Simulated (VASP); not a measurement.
Write the native input for VASP 6.6.1 that does the following.

* Task: single point
* Functional: LDA
* Potentials or basis: VASP PAW LDA potentials, release 64 (Ni)
* Cutoff: 520 eV
* k mesh: 22 × 22 × 22
* Occupations: fermi-dirac, width 0.1 eV
* Spin: collinear spin, ferromagnetic start
* Starting moments: [1.0] μB
* Dipole correction: no
* Further INCAR settings: ALGO = Normal; EDIFF = 1e-06; NBANDS = 15

The structure of Ni lies in POSCAR:

```
Ni
1.0
   -1.2003261298      1.2003261298      1.2003261298
    1.2003261298     -1.2003261298      1.2003261298
    1.2003261298      1.2003261298     -1.2003261298
Ni
1
Direct
    0.0000000000      0.0000000000      0.0000000000
```

The input as run:

INCAR

```
ALGO = Normal
EDIFF = 1E-6
ENCUT = 520
ISIF = 2
ISMEAR = -1
ISPIN = 2
LASPH = T
LCHARG = T
LELF = T
LMAXMIX = 4
LORBIT = 11
LREAL = F
LVHAR = T
LWAVE = F
MAGMOM = 1
NBANDS = 15
NELM = 150
PREC = Accurate
SIGMA = 0.1
```

KPOINTS

```
k-points
0
Gamma
  22 22 22
```

Potentials or basis: VASP PAW LDA potentials, release 64 (Ni).

Command:

```sh
$ cat potpaw_LDA.64/Ni/POTCAR > POTCAR
$ mpirun -np 1 vasp_std > vasp.out
```

Results of the run:

```
Pressure               : 229.7 GPa
Band gap on the k mesh : zero (filled and empty bands overlap)
Net moment             : 0.00 μB per cell
```

Wall time 42 s on 1 thread of Intel(R) Xeon(R) Platinum 8488C (Sapphire Rapids), on a shared host, peak memory 0.16 GiB.
